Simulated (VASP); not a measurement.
# CaF2 (Fm-3m) in VASP: single point with PBE

Aim: the single point of CaF2 with PBE.

Everything below comes from runs of VASP 6.6.1. Logs are shortened: lines on timing, memory, paths and dates and some standing lists are left out, and cuts for length are marked.

## Step 1: The cell of the first run

The structure is cubic, space group Fm-3m (No. 225). The conventional cell has a = 5.463 Å, b = 5.463 Å, c = 5.463 Å, α = 90.00°, β = 90.00°, γ = 90.00°. Ca (site symmetry m-3m) has 8 F at 2.37 Å within 3.1 Å. Within 3.1 Å of F (site symmetry -43m) lie 4 Ca at 2.37 Å and 6 F at 2.73 Å.

## Step 2: Single point, PBE

The input, INCAR:

```
  PREC = Accurate
  ENCUT = 600
  EDIFF = 1E-6
  ISMEAR = 0
  SIGMA = 0.1
  LREAL = F
  LASPH = T
  NELM = 120
  ALGO = Normal
  ISIF = 2
  LWAVE = F
  LCHARG = F
  GGA = PE
  NBANDS = 19
  GGA_COMPAT = F
```

The input, KPOINTS:

```
Automatic mesh
0
Gamma
  6 6 6
```

The input, POSCAR:

```
CaF2
1.0
    0.0000000000      2.7312500000      2.7312500000
    2.7312500000      0.0000000000      2.7312500000
    2.7312500000      2.7312500000      0.0000000000
Ca F
1 2
Direct
    0.0000000000      0.0000000000      0.0000000000
    0.2500000000      0.2500000000      0.2500000000
    0.7500000000      0.7500000000      0.7500000000
```

Potentials or basis: VASP PAW PBE potentials, release 64 (Ca_sv, F).

Run with:

```sh
$ cat potpaw_PBE.64/Ca_sv/POTCAR potpaw_PBE.64/F/POTCAR > POTCAR
$ mpirun -np 1 vasp_std > vasp.out
```

OUTCAR:

```text
PREC = Accurate
   ENCUT = 600
   EDIFF = 1E-6
   ISMEAR = 0
   LREAL = F
   LASPH = T
   NELM = 120
   ISIF = 2
   GGA = PE

 ion  position               nearest neighbor table
   1  0.000  0.000  0.000-   2 2.37   3 2.37   3 2.37   3 2.37   3 2.37   2 2.37   2 2.37   2 2.37

   2  0.250  0.250  0.250-   1 2.37   1 2.37   1 2.37   1 2.37
   3  0.750  0.750  0.750-   1 2.37   1 2.37   1 2.37   1 2.37

  LATTYP: Found a face centered cubic cell.
 ALAT       =     5.4625000000

  Lattice vectors:

 A1 = (   0.0000000000,   2.7312500000,   2.7312500000)
 A2 = (   2.7312500000,   0.0000000000,   2.7312500000)
 A3 = (   2.7312500000,   2.7312500000,   0.0000000000)

Analysis of symmetry for initial positions (statically):
=====================================================================
 Subroutine PRICEL returns:
 Original cell was already a primitive cell.

 Routine SETGRP: Setting up the symmetry group for a
 face centered cubic supercell.

 Subroutine GETGRP returns: Found 48 space group operations
 (whereof 48 operations were pure point group operations)
 out of a pool of 48 trial point group operations.

The static configuration has the point symmetry O_h .

Analysis of symmetry for dynamics (positions and initial velocities):
=====================================================================
 Subroutine PRICEL returns:
 Original cell was already a primitive cell.

 Routine SETGRP: Setting up the symmetry group for a
 face centered cubic supercell.

 Subroutine GETGRP returns: Found 48 space group operations
 (whereof 48 operations were pure point group operations)
 out of a pool of 48 trial point group operations.

The dynamic configuration has the point symmetry O_h .

 Subroutine INISYM returns: Found 48 space group operations
 (whereof 48 operations are pure point group operations),
 and found     1 'primitive' translations

----------------------------------------------------------------------------------------

                                     Primitive cell

  volume of cell :      40.7488

  direct lattice vectors                    reciprocal lattice vectors
     0.000000000  2.731250000  2.731250000    -0.183066362  0.183066362  0.183066362
     2.731250000  0.000000000  2.731250000     0.183066362 -0.183066362  0.183066362
     2.731250000  2.731250000  0.000000000     0.183066362  0.183066362 -0.183066362

  length of vectors
     3.862570792  3.862570792  3.862570792     0.317080239  0.317080239  0.317080239

  position of ions in fractional coordinates (direct lattice)
     0.000000000  0.000000000  0.000000000
     0.250000000  0.250000000  0.250000000
     0.750000000  0.750000000  0.750000000

  ion indices of the primitive-cell ions
   primitive index   ion index
                 1           1
                 2           2
                 3           3

----------------------------------------------------------------------------------------

 KPOINTS: Automatic mesh

Automatic generation of k-mesh.
 Grid dimensions read from file:
 generate k-points for:    6    6    6

 Generating k-lattice:

  Cartesian coordinates                     Fractional coordinates (reciprocal lattice)
    -0.030511060  0.030511060  0.030511060     0.166666667  0.000000000  0.000000000
     0.030511060 -0.030511060  0.030511060     0.000000000  0.166666667  0.000000000
     0.030511060  0.030511060 -0.030511060     0.000000000  0.000000000  0.166666667

  Length of vectors
     0.052846707  0.052846707  0.052846707

  Shift w.r.t. Gamma in fractional coordinates (k-lattice)
     0.000000000  0.000000000  0.000000000

 Subroutine IBZKPT returns following result:
 ===========================================

 Found     16 irreducible k-points:

 Following reciprocal coordinates:
            Coordinates               Weight
  0.000000  0.000000  0.000000      1.000000
  0.166667  0.000000  0.000000      8.000000
  0.333333  0.000000  0.000000      8.000000
  0.500000  0.000000  0.000000      4.000000
  0.166667  0.166667  0.000000      6.000000
  0.333333  0.166667  0.000000     24.000000
[... 8 lines left out ...]
 -0.333333  0.333333  0.166667     24.000000
 -0.333333  0.500000  0.166667     12.000000
   k-points           NKPTS =     16   k-points in BZ     NKDIM =     16   number of bands    NBANDS=     19
   number of dos      NEDOS =    301   number of ions     NIONS =      3
   total plane-waves  NPLWV =  32768
   dimension x,y,z NGX =    32 NGY =   32 NGZ =   32
   dimension x,y,z NGXF=    64 NGYF=   64 NGZF=   64
   ions per type =               1   2
   NGX,Y,Z   is equivalent  to a cutoff of  13.77, 13.77, 13.77 a.u.
   NGXF,Y,Z  is equivalent  to a cutoff of  27.55, 27.55, 27.55 a.u.
 SYSTEM =  unknown system
   PREC   = accura    normal or accurate (medium, high low for compatibility)
   ISTART =      0    job   : 0-new  1-cont  2-samecut
   ICHARG =      2    charge: 1-file 2-atom 10-const
   ISPIN  =      1    spin polarized calculation?
   LNONCOLLINEAR =      F non collinear calculations
   LSORBIT =      F    spin-orbit coupling
   LASPH  =      T    aspherical Exc in radial PAW
   ENCUT  =  600.0 eV  44.10 Ry    6.64 a.u.   7.71  7.71  7.71*2*pi/ulx,y,z
   NELM   =    120;   NELMIN=  2; NELMDL= -5     # of ELM steps
   EDIFF  = 0.1E-05   stopping-criterion for ELM
   LREAL  =      F    real-space projection
   EDIFFG = 0.1E-04   stopping-criterion for IOM
   NSW    =      0    number of steps for IOM
   IBRION =     -1    ionic relax: 0-MD 1-quasi-New 2-CG
   NFREE  =      0    steps in history (QN), initial steepest desc. (CG)
   ISIF   =      2    stress and relaxation
   ISYM   =      2    0-nonsym 1-usesym 2-fastsym
   POTIM  = 0.5000    time-step for ionic-motion
   TEBEG  =    0.0;   TEEND  =   0.0 temperature during run
   PSTRESS=    0.0 pullay stress
   NELECT =      24.0000    total number of electrons
   NUPDOWN=      -1.0000    fix difference up-down
   EMIN   =  10.00;   EMAX   =-10.00  energy-range for DOS
   EFERMI =   0.00;   METHOD = LEGACY
   ISMEAR =     0;   SIGMA  =   0.10  broadening in eV -4-tet -1-fermi 0-gaus
   EFERMI_NEDOS =   21; number of points for ismear=-14 and -15
   IALGO  =     38    algorithm
   IMIX   =      4    mixing-type and parameters
     AMIX     =   0.40;   BMIX     =  1.00
     AMIX_MAG =   1.60;   BMIX_MAG =  1.00
  volume/ion in A,a.u.               =      13.58        91.66
  Fermi-wavevector in a.u.,A,eV,Ry     =   1.372273  2.593220 25.621575  1.883133
  Thomas-Fermi vector in A             =   2.497895
   LORBIT       =      0    0 simple, 1 ext, 2 COOP (PROOUT), +10 PAW based schemes
   GGA     = PE    functional components
   LHFCALC =     F    Hartree Fock is set to
   AEXX    =    0.0000 exact exchange contribution
   IVDW    =     0    specifies the selected vdW correction
   LEPSILON=     F    determine dielectric tensor
   LRPA    =     F    only Hartree local field effects (RPA)
 non-spin polarized calculation
 Gauss-broadening in eV      SIGMA  =   0.10
  energy-cutoff  :      600.00
  volume of cell :       40.75
 maximum number of plane-waves:      1380
   NGX = 15   NGY = 15   NGZ = 15

 number of electron      23.9999989 magnetization

 Free energy of the ion-electron system (eV)
  ---------------------------------------------------
  ext. energy  EPLUGINS =         0.00000000
  ---------------------------------------------------
  free energy    TOTEN  =       -17.33377220 eV

  energy without entropy =      -17.33377220  energy(sigma->0) =      -17.33377220

 E-fermi :  -0.3997     XC(G=0):  -9.6299

 val. band max:       -0.9731553393   @ k =   0.5000   0.5000   0.0000
 cond. band min:       6.3054763376   @ k =   0.0000   0.0000   0.0000
 fundamental gap:      7.2786316769
 Fermi energy:        -0.3996877890

 k-point     1 :       0.0000    0.0000    0.0000
  band No.  band energies     occupation
      1     -36.9982      2.00000
      2     -20.9072      2.00000
      3     -20.1360      2.00000
      4     -17.9375      2.00000
      5     -17.9375      2.00000
      6     -17.9375      2.00000
[... 11 lines left out ...]
     18      10.2523      0.00000
     19      15.9744      0.00000

 k-point     2 :       0.1667    0.0000    0.0000
  band No.  band energies     occupation
      1     -36.9899      2.00000
      2     -20.9701      2.00000
      3     -20.2081      2.00000
      4     -17.9480      2.00000
      5     -17.9480      2.00000
      6     -17.8197      2.00000
[... 11 lines left out ...]
     18      10.1843      0.00000
     19      14.8375      0.00000

 k-point     3 :       0.3333    0.0000    0.0000
  band No.  band energies     occupation
      1     -36.9732      2.00000
      2     -21.0349      2.00000
      3     -20.4178      2.00000
      4     -17.9688      2.00000
      5     -17.9688      2.00000
      6     -17.5718      2.00000
[... 11 lines left out ...]
     18      10.0487      0.00000
     19      13.2614      0.00000

 k-point     4 :       0.5000    0.0000    0.0000
  band No.  band energies     occupation
      1     -36.9648      2.00000
      2     -21.0290      2.00000
      3     -20.5604      2.00000
      4     -17.9791      2.00000
      5     -17.9791      2.00000
      6     -17.4448      2.00000
[... 231 lines left out ...]
     18      11.0023      0.00000
     19      14.3126      0.00000

 k-point    15 :      -0.3333    0.3333    0.1667
  band No.  band energies     occupation
      1     -36.9566      2.00000
      2     -20.9255      2.00000
      3     -20.8138      2.00000
      4     -18.0217      2.00000
      5     -17.6901      2.00000
      6     -17.5679      2.00000
[... 11 lines left out ...]
     18      12.2927      0.00000
     19      13.5958      0.00000

 k-point    16 :      -0.3333    0.5000    0.1667
  band No.  band energies     occupation
      1     -36.9538      2.00000
      2     -21.0712      2.00000
      3     -20.6818      2.00000
      4     -18.0431      2.00000
      5     -17.8034      2.00000
      6     -17.4279      2.00000
[... 11 lines left out ...]
     18      13.5617      0.00000
     19      13.6084      0.00000

------------------------ aborting loop because EDIFF is reached ----------------------------------------

  FORCE on cell =-STRESS in cart. coord.  units (eV):
  Direction    XX          YY          ZZ          XY          YZ          ZX
  --------------------------------------------------------------------------------------
  -------------------------------------------------------------------------------------
  Total        0.6108383      0.6108383      0.6108383      0.0000000      0.0000000     -0.0000000
  in kB       24.0172045     24.0172045     24.0172045      0.0000000      0.0000000     -0.0000000
  external PRESSURE =      24.0172045 kB  Pullay stress =       0.0000000 kB

 VOLUME and BASIS-vectors are now :
 -----------------------------------------------------------------------------
  energy-cutoff  :      600.00
  volume of cell :       40.75
      direct lattice vectors                 reciprocal lattice vectors
     0.000000000  2.731250000  2.731250000    -0.183066362  0.183066362  0.183066362
     2.731250000  0.000000000  2.731250000     0.183066362 -0.183066362  0.183066362
     2.731250000  2.731250000  0.000000000     0.183066362  0.183066362 -0.183066362

 POSITION                                       TOTAL-FORCE (eV/Angst)
 -----------------------------------------------------------------------------------
      0.00000      0.00000      0.00000         0.000000      0.000000      0.000000
      1.36563      1.36563      1.36563        -0.000000     -0.000000     -0.000000
      4.09688      4.09688      4.09688         0.000000      0.000000      0.000000
 -----------------------------------------------------------------------------------
    total drift:                                0.000000     -0.000000      0.000000

  FREE ENERGIE OF THE ION-ELECTRON SYSTEM (eV)
  ---------------------------------------------------
  free  energy   TOTEN  =       -17.3337721969 eV

  energy  without entropy=      -17.3337721969  energy(sigma->0) =      -17.33377220
```

Run time: 6.7 s. Hardware: 1 thread of Intel Xeon 6975P-C (Granite Rapids), shared host; peak memory 0.17 GiB.

Results:

- Free energy: -17.3338 eV
- Pressure: 2.4 GPa
- Band gap on the k mesh: 7.28 eV, indirect (least direct gap 7.53 eV)
